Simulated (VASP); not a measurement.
# SiW3 (I4/mmm) in VASP: notebook

The runs below take SiW3 through single point, with PBE.

Everything below comes from runs of VASP 6.6.1. Logs are shortened: lines on timing, memory, paths and dates and some standing lists are left out, and cuts for length are marked.

### 1 The cell of the first run

The structure is tetragonal, space group I4/mmm (No. 139). The conventional cell has a = 5.077 Å, b = 5.077 Å, c = 5.468 Å, α = 90.00°, β = 90.00°, γ = 90.00°. Si (site symmetry 4/mmm) has 6 W at 2.54 to 2.73 Å within 3.4 Å. Within 3.4 Å of W (site symmetry 4/mmm) lie 4 W at 2.54 Å and 2 Si at 2.73 Å. Within 3.4 Å of W (site symmetry mmm) lie 2 Si at 2.54 Å and 4 W at 2.54 to 2.73 Å.

### 2 Single point, PBE (strain -0.025 along x and y, +0.050 along z)

Contents of INCAR:

```
  PREC = Accurate
  ENCUT = 520
  EDIFF = 1E-6
  ISMEAR = 0
  SIGMA = 0.15
  LREAL = False
  LASPH = True
  NELM = 80
  ALGO = Fast
  ISIF = 2
  LWAVE = False
  LCHARG = False
  GGA = PE
  NBANDS = 31
```

Contents of KPOINTS:

```
Automatic mesh
0
Gamma
  14 14 14
```

Contents of POSCAR:

```
SiW3
1.0
   -2.5386720360      2.5386720360      2.7339545003
    2.5386720360     -2.5386720360      2.7339545003
    2.5386720360      2.5386720360     -2.7339545003
Si W
1 3
Direct
    0.0000000000      0.0000000000      0.0000000000
    0.5000000000      0.5000000000      0.0000000000
    0.5000000000      0.0000000000      0.5000000000
    0.0000000000      0.5000000000      0.5000000000
```

Potentials or basis: VASP PAW PBE potentials, release 64 (Si, W_sv).

On the command line:

```sh
$ cat potpaw_PBE.64/Si/POTCAR potpaw_PBE.64/W_sv/POTCAR > POTCAR
$ mpirun -np 1 vasp_std > vasp.out
```

OUTCAR:

```text
PREC = Accurate
   ENCUT = 520
   EDIFF = 1E-6
   ISMEAR = 0
   LREAL = False
   LASPH = True
   NELM = 80
   ISIF = 2
   GGA = PE

 ion  position               nearest neighbor table
   1  0.000  0.000  0.000-   3 2.54   4 2.54   4 2.54   3 2.54   2 2.73   2 2.73
   2  0.500  0.500  0.000-   3 2.54   4 2.54   3 2.54   4 2.54   1 2.73   1 2.73
   3  0.500  0.000  0.500-   1 2.54   2 2.54   2 2.54   1 2.54   4 2.73   4 2.73
   4  0.000  0.500  0.500-   1 2.54   2 2.54   1 2.54   2 2.54   3 2.73   3 2.73

  LATTYP: Found a body centered tetragonal cell.
 ALAT       =     5.0773440720
 C/A-ratio  =     1.0769230769

  Lattice vectors:

 A1 = (  -2.5386720360,   2.5386720360,   2.7339545003)
 A2 = (   2.5386720360,  -2.5386720360,   2.7339545003)
 A3 = (   2.5386720360,   2.5386720360,  -2.7339545003)

Analysis of symmetry for initial positions (statically):
=====================================================================
 Subroutine PRICEL returns:
 Original cell was already a primitive cell.

 Routine SETGRP: Setting up the symmetry group for a
 body centered tetragonal supercell.

 Subroutine GETGRP returns: Found 16 space group operations
 (whereof 16 operations were pure point group operations)
 out of a pool of 16 trial point group operations.

The static configuration has the point symmetry D_4h.

Analysis of symmetry for dynamics (positions and initial velocities):
=====================================================================
 Subroutine PRICEL returns:
 Original cell was already a primitive cell.

 Routine SETGRP: Setting up the symmetry group for a
 body centered tetragonal supercell.

 Subroutine GETGRP returns: Found 16 space group operations
 (whereof 16 operations were pure point group operations)
 out of a pool of 16 trial point group operations.

The dynamic configuration has the point symmetry D_4h.

 Subroutine INISYM returns: Found 16 space group operations
 (whereof 16 operations are pure point group operations),
 and found     1 'primitive' translations

----------------------------------------------------------------------------------------

                                     Primitive cell

  volume of cell :      70.4798

  direct lattice vectors                    reciprocal lattice vectors
    -2.538672036  2.538672036  2.733954500     0.000000000  0.196953365  0.182885267
     2.538672036 -2.538672036  2.733954500     0.196953365  0.000000000  0.182885267
     2.538672036  2.538672036 -2.733954500     0.196953365  0.196953365  0.000000000

  length of vectors
     4.512673113  4.512673113  4.512673113     0.268770625  0.268770625  0.278534120

  position of ions in fractional coordinates (direct lattice)
     0.000000000  0.000000000  0.000000000
     0.500000000  0.500000000  0.000000000
     0.500000000  0.000000000  0.500000000
     0.000000000  0.500000000  0.500000000

  ion indices of the primitive-cell ions
   primitive index   ion index
                 1           1
                 2           2
                 3           3
                 4           4

----------------------------------------------------------------------------------------

 KPOINTS: Automatic mesh

Automatic generation of k-mesh.
 Grid dimensions read from file:
 generate k-points for:   14   14   14

 Generating k-lattice:

  Cartesian coordinates                     Fractional coordinates (reciprocal lattice)
     0.000000000  0.014068097  0.013063233     0.071428571 -0.000000000  0.000000000
     0.014068097  0.000000000  0.013063233    -0.000000000  0.071428571  0.000000000
     0.014068097  0.014068097  0.000000000     0.000000000  0.000000000  0.071428571

  Length of vectors
     0.019197902  0.019197902  0.019895294

  Shift w.r.t. Gamma in fractional coordinates (k-lattice)
     0.000000000  0.000000000  0.000000000

 Subroutine IBZKPT returns following result:
 ===========================================

 Found    244 irreducible k-points:

 Following reciprocal coordinates:
            Coordinates               Weight
  0.000000  0.000000  0.000000      1.000000
  0.071429 -0.000000  0.000000      8.000000
  0.142857  0.000000 -0.000000      8.000000
  0.214286 -0.000000  0.000000      8.000000
  0.285714 -0.000000  0.000000      8.000000
  0.357143  0.000000  0.000000      8.000000
[... 16 lines left out ...]
  0.214286  0.142857  0.000000     16.000000
  0.285714  0.142857  0.000000     16.000000
 [... further k-points ...]
   k-points           NKPTS =    244   k-points in BZ     NKDIM =    244   number of bands    NBANDS=     31
   number of dos      NEDOS =    301   number of ions     NIONS =      4
   total plane-waves  NPLWV =  46656
   dimension x,y,z NGX =    36 NGY =   36 NGZ =   36
   dimension x,y,z NGXF=    72 NGYF=   72 NGZF=   72
   ions per type =               1   3
   NGX,Y,Z   is equivalent  to a cutoff of  13.26, 13.26, 13.26 a.u.
   NGXF,Y,Z  is equivalent  to a cutoff of  26.52, 26.52, 26.52 a.u.
 SYSTEM =  unknown system
   PREC   = accura    normal or accurate (medium, high low for compatibility)
   ISTART =      0    job   : 0-new  1-cont  2-samecut
   ICHARG =      2    charge: 1-file 2-atom 10-const
   ISPIN  =      1    spin polarized calculation?
   LNONCOLLINEAR =      F non collinear calculations
   LSORBIT =      F    spin-orbit coupling
   LASPH  =      T    aspherical Exc in radial PAW
   ENCUT  =  520.0 eV  38.22 Ry    6.18 a.u.   8.39  8.39  8.39*2*pi/ulx,y,z
   NELM   =     80;   NELMIN=  2; NELMDL= -5     # of ELM steps
   EDIFF  = 0.1E-05   stopping-criterion for ELM
   LREAL  =      F    real-space projection
   EDIFFG = 0.1E-04   stopping-criterion for IOM
   NSW    =      0    number of steps for IOM
   IBRION =     -1    ionic relax: 0-MD 1-quasi-New 2-CG
   NFREE  =      0    steps in history (QN), initial steepest desc. (CG)
   ISIF   =      2    stress and relaxation
   ISYM   =      2    0-nonsym 1-usesym 2-fastsym
   POTIM  = 0.5000    time-step for ionic-motion
   TEBEG  =    0.0;   TEEND  =   0.0 temperature during run
   PSTRESS=    0.0 pullay stress
   NELECT =      46.0000    total number of electrons
   NUPDOWN=      -1.0000    fix difference up-down
   EMIN   =  10.00;   EMAX   =-10.00  energy-range for DOS
   EFERMI =   0.00;   METHOD = LEGACY
   ISMEAR =     0;   SIGMA  =   0.15  broadening in eV -4-tet -1-fermi 0-gaus
   EFERMI_NEDOS =   21; number of points for ismear=-14 and -15
   IALGO  =     68    algorithm
   IMIX   =      4    mixing-type and parameters
     AMIX     =   0.40;   BMIX     =  1.00
     AMIX_MAG =   1.60;   BMIX_MAG =  1.00
  volume/ion in A,a.u.               =      17.62       118.91
  Fermi-wavevector in a.u.,A,eV,Ry     =   1.420058  2.683520 27.437012  2.016563
  Thomas-Fermi vector in A             =   2.541013
   LORBIT       =      0    0 simple, 1 ext, 2 COOP (PROOUT), +10 PAW based schemes
   GGA     = PE    functional components
   LHFCALC =     F    Hartree Fock is set to
   AEXX    =    0.0000 exact exchange contribution
   IVDW    =     0    specifies the selected vdW correction
   LEPSILON=     F    determine dielectric tensor
   LRPA    =     F    only Hartree local field effects (RPA)
 non-spin polarized calculation
 RMM-DIIS sequential band-by-band and
 Gauss-broadening in eV      SIGMA  =   0.15
  energy-cutoff  :      520.00
  volume of cell :       70.48
 maximum number of plane-waves:      1924
 NGX is ok and might be reduce to    36
   NGX = 17   NGY = 17   NGZ = 17

 number of electron      45.9999993 magnetization

 Free energy of the ion-electron system (eV)
  ---------------------------------------------------
  ext. energy  EPLUGINS =         0.00000000
  ---------------------------------------------------
  free energy    TOTEN  =       -38.65998927 eV

  energy without entropy =      -38.60771125  energy(sigma->0) =      -38.63385026

 E-fermi :   9.1207     XC(G=0): -12.2657

 val. band max:        9.1205283559   @ k =  -0.2143   0.2143   0.2143
 cond. band min:       9.1207826444   @ k =   0.5000   0.2857   0.0000
 fundamental gap:      0.0002542884
 Fermi energy:         9.1206590134

 k-point     1 :       0.0000    0.0000    0.0000
  band No.  band energies     occupation
      1     -64.8980      2.00000
      2     -64.7527      2.00000
      3     -64.6855      2.00000
      4     -29.8336      2.00000
      5     -29.8336      2.00000
      6     -29.4142      2.00000
[... 23 lines left out ...]
     30      13.1897      0.00000
     31      14.1466      0.00000

 k-point     2 :       0.0714   -0.0000    0.0000
  band No.  band energies     occupation
      1     -64.8962      2.00000
      2     -64.7535      2.00000
      3     -64.6865      2.00000
      4     -29.8336      2.00000
      5     -29.8147      2.00000
      6     -29.4040      2.00000
[... 23 lines left out ...]
     30      13.0666      0.00000
     31      13.9165      0.00000

 k-point     3 :       0.1429    0.0000   -0.0000
  band No.  band energies     occupation
      1     -64.8911      2.00000
      2     -64.7559      2.00000
      3     -64.6892      2.00000
      4     -29.8339      2.00000
      5     -29.7590      2.00000
      6     -29.3742      2.00000
[... 23 lines left out ...]
     30      12.8569      0.00000
     31      13.3995      0.00000

 k-point     4 :       0.2143   -0.0000    0.0000
  band No.  band energies     occupation
      1     -64.8831      2.00000
      2     -64.7602      2.00000
      3     -64.6930      2.00000
      4     -29.8343      2.00000
      5     -29.6688      2.00000
      6     -29.3265      2.00000
[... 23 lines left out ...]
     30      12.8039      0.00000
     31      12.8440      0.00000

 k-point     5 :       0.2857   -0.0000    0.0000
  band No.  band energies     occupation
      1     -64.8731      2.00000
      2     -64.7664      2.00000
      3     -64.6970      2.00000
      4     -29.8347      2.00000
      5     -29.5485      2.00000
      6     -29.2648      2.00000
[... 23 lines left out ...]
     30      12.5621      0.00000
     31      12.7739      0.00000
[... 542 lines left out ...]
     30      12.9262      0.00000
     31      14.3730      0.00000

 k-point    22 :       0.1429    0.1429   -0.0000
  band No.  band energies     occupation
      1     -64.8808      2.00000
      2     -64.7642      2.00000
      3     -64.6914      2.00000
      4     -29.7629      2.00000
      5     -29.7590      2.00000
      6     -29.2588      2.00000
[... 23 lines left out ...]
     30      12.6679      0.00000
     31      13.0708      0.00000

 k-point    23 :       0.2143    0.1429    0.0000
  band No.  band energies     occupation
      1     -64.8715      2.00000
      2     -64.7701      2.00000
      3     -64.6949      2.00000
      4     -29.7617      2.00000
      5     -29.6715      2.00000
      6     -29.1805      2.00000
[... 23 lines left out ...]
     30      12.4898      0.00000
     31      13.5850      0.00000

 k-point    24 :       0.2857    0.1429    0.0000
  band No.  band energies     occupation
      1     -64.8605      2.00000
      2     -64.7770      2.00000
      3     -64.6992      2.00000
      4     -29.7619      2.00000
      5     -29.5523      2.00000
      6     -29.1494      2.00000
[... 23 lines left out ...]
     30      12.6176      0.00000
     31      13.0916      0.00000

 [... further k-points ...]
[... 5 lines left out ...]
  --------------------------------------------------------------------------------------
  -------------------------------------------------------------------------------------
  Total        4.5847071      4.5847071     -5.4455379      0.0000000      0.0000000      0.0000000
  in kB      104.2215938    104.2215938   -123.7903791      0.0000000      0.0000000      0.0000000
  external PRESSURE =      28.2176028 kB  Pullay stress =       0.0000000 kB

 VOLUME and BASIS-vectors are now :
 -----------------------------------------------------------------------------
  energy-cutoff  :      520.00
  volume of cell :       70.48
      direct lattice vectors                 reciprocal lattice vectors
    -2.538672036  2.538672036  2.733954500     0.000000000  0.196953365  0.182885267
     2.538672036 -2.538672036  2.733954500     0.196953365  0.000000000  0.182885267
     2.538672036  2.538672036 -2.733954500     0.196953365  0.196953365  0.000000000

 POSITION                                       TOTAL-FORCE (eV/Angst)
 -----------------------------------------------------------------------------------
      0.00000      0.00000      0.00000        -0.000000      0.000000      0.000000
      0.00000      0.00000      2.73395         0.000000     -0.000000      0.000000
      0.00000      2.53867      0.00000         0.000000     -0.000000      0.000000
      2.53867      0.00000      0.00000        -0.000000      0.000000     -0.000000
 -----------------------------------------------------------------------------------
    total drift:                                0.000000      0.000000     -0.000000

  FREE ENERGIE OF THE ION-ELECTRON SYSTEM (eV)
  ---------------------------------------------------
  free  energy   TOTEN  =       -38.6599892716 eV

  energy  without entropy=      -38.6077112455  energy(sigma->0) =      -38.63385026
```

Wall time 4.8 min (1 thread of Intel Xeon 6975P-C (Granite Rapids), shared host); peak memory 0.52 GiB.

Results:

| Property | Result |
| --- | --- |
| Free energy | -38.6600 eV |
| Pressure | 2.8 GPa |
| Band gap on the k mesh | zero (bands 23 and 24 overlap by 1.64 eV) |

Stress tensor (GPa, compression positive):
```
 10.42   0.00   0.00
  0.00  10.42   0.00
  0.00   0.00 -12.38
```

Caveat: the cell differs from its parent crystal (strain -0.025 along x and y, +0.050 along z); spin-orbit coupling is left out, which moves the levels of the heavy elements.

### 3 Single point, PBE (strain +0.025 along x and y, -0.050 along z)

Contents of INCAR:

```
SYSTEM = SiW3
PREC = Accurate
ENCUT = 520
EDIFF = 1E-6
ISMEAR = 0
SIGMA = 0.15
LREAL = .False.
LASPH = .True.
NELM = 60
ALGO = Fast
ISIF = 2
LWAVE = .False.
LCHARG = .True.
GGA = PE
LELF = .True.
LVHAR = .True.
NBANDS = 31
```

Contents of KPOINTS:

```
Automatic mesh
0
Gamma
  14 14 14
  0 0 0
```

Contents of POSCAR:

```
SiW3
1.0
   -2.6688603456      2.6688603456      2.4735778813
    2.6688603456     -2.6688603456      2.4735778813
    2.6688603456      2.6688603456     -2.4735778813
Si W
1 3
Direct
    0.0000000000      0.0000000000      0.0000000000
    0.5000000000      0.5000000000      0.0000000000
    0.5000000000      0.0000000000      0.5000000000
    0.0000000000      0.5000000000      0.5000000000
```

Potentials or basis: VASP PAW PBE potentials, release 64 (Si, W_sv).

On the command line:

```sh
$ cat potpaw_PBE.64/Si/POTCAR potpaw_PBE.64/W_sv/POTCAR > POTCAR
$ mpirun -np 1 vasp_std > vasp.out
```

OUTCAR:

```text
SYSTEM = SiW3
   PREC = Accurate
   ENCUT = 520
   EDIFF = 1E-6
   ISMEAR = 0
   LREAL = .False.
   LASPH = .True.
   NELM = 60
   ISIF = 2
   GGA = PE

 ion  position               nearest neighbor table
   1  0.000  0.000  0.000-   2 2.47   2 2.47   4 2.67   4 2.67   3 2.67   3 2.67
   2  0.500  0.500  0.000-   1 2.47   1 2.47   4 2.67   3 2.67   4 2.67   3 2.67
   3  0.500  0.000  0.500-   4 2.47   4 2.47   1 2.67   2 2.67   1 2.67   2 2.67
   4  0.000  0.500  0.500-   3 2.47   3 2.47   1 2.67   1 2.67   2 2.67   2 2.67

  LATTYP: Found a body centered tetragonal cell.
 ALAT       =     5.3377206912
 C/A-ratio  =     0.9268292683

  Lattice vectors:

 A1 = (  -2.6688603456,   2.6688603456,   2.4735778813)
 A2 = (   2.6688603456,  -2.6688603456,   2.4735778813)
 A3 = (   2.6688603456,   2.6688603456,  -2.4735778813)

Analysis of symmetry for initial positions (statically):
=====================================================================
 Subroutine PRICEL returns:
 Original cell was already a primitive cell.

[... 169 lines left out ...]
  ext. energy  EPLUGINS =         0.00000000
  ---------------------------------------------------
  free energy    TOTEN  =       -38.62358135 eV

  energy without entropy =      -38.57416763  energy(sigma->0) =      -38.59887449

 E-fermi :   9.1231     XC(G=0): -12.2657

 val. band max:        9.1227182224   @ k =   0.5000   0.5000   0.1429
 cond. band min:       9.1238429876   @ k =  -0.4286   0.5000   0.2143
 fundamental gap:      0.0011247652
 Fermi energy:         9.1231219608

 k-point     1 :       0.0000    0.0000    0.0000
  band No.  band energies     occupation
      1     -64.9021      2.00000
      2     -64.7539      2.00000
      3     -64.6772      2.00000
      4     -30.0550      2.00000
      5     -29.5216      2.00000
      6     -29.5216      2.00000
[... 805 lines left out ...]
     30      12.2191      0.00000
     31      12.7994      0.00000

 [... further k-points ...]
[... 5 lines left out ...]
  --------------------------------------------------------------------------------------
  -------------------------------------------------------------------------------------
  Total       -2.5828016     -2.5828016      9.2034300      0.0000000     -0.0000000      0.0000000
  in kB      -58.7170665    -58.7170665    209.2295490      0.0000000     -0.0000000      0.0000000
  external PRESSURE =      30.5984720 kB  Pullay stress =       0.0000000 kB

 VOLUME and BASIS-vectors are now :
 -----------------------------------------------------------------------------
  energy-cutoff  :      520.00
  volume of cell :       70.48
      direct lattice vectors                 reciprocal lattice vectors
    -2.668860346  2.668860346  2.473577881     0.000000000  0.187345884  0.202136348
     2.668860346 -2.668860346  2.473577881     0.187345884  0.000000000  0.202136348
     2.668860346  2.668860346 -2.473577881     0.187345884  0.187345884  0.000000000

 POSITION                                       TOTAL-FORCE (eV/Angst)
 -----------------------------------------------------------------------------------
      0.00000      0.00000      0.00000         0.000000      0.000000      0.000000
      0.00000      0.00000      2.47358         0.000000     -0.000000      0.000000
      0.00000      2.66886      0.00000         0.000000     -0.000000     -0.000000
      2.66886      0.00000      0.00000        -0.000000     -0.000000      0.000000
 -----------------------------------------------------------------------------------
    total drift:                                0.000000      0.000000     -0.000000

  FREE ENERGIE OF THE ION-ELECTRON SYSTEM (eV)
  ---------------------------------------------------
  free  energy   TOTEN  =       -38.6235813489 eV

  energy  without entropy=      -38.5741676322  energy(sigma->0) =      -38.59887449
```

stdout:

```text
POSCAR found type information on POSCAR SiW
 POSCAR found :  2 types and       4 ions
 scaLAPACK will be used
 LDA part: xc-table for (Slater+PW92), standard interpolation
 POSCAR, INCAR and KPOINTS ok, starting setup
 FFT: planning ... GRIDC
 FFT: planning ... GRID_SOFT
 FFT: planning ... GRID
 WAVECAR not read
 entering main loop
WARNING in EDDRMM: call to ZHEGV failed, returncode =   8  4     26
```

Wall time 4.8 min (1 thread of Intel Xeon 6975P-C (Granite Rapids), shared host); peak memory 0.51 GiB.

What came out:

- Free energy: -38.6236 eV
- Pressure: 3.1 GPa
- Band gap on the k mesh: zero (bands 23 and 24 overlap by 1.67 eV)

Caveat: the cell differs from its parent crystal (strain +0.025 along x and y, -0.050 along z); the cell stands under pressure; spin-orbit coupling is left out, which moves the levels of the heavy elements.
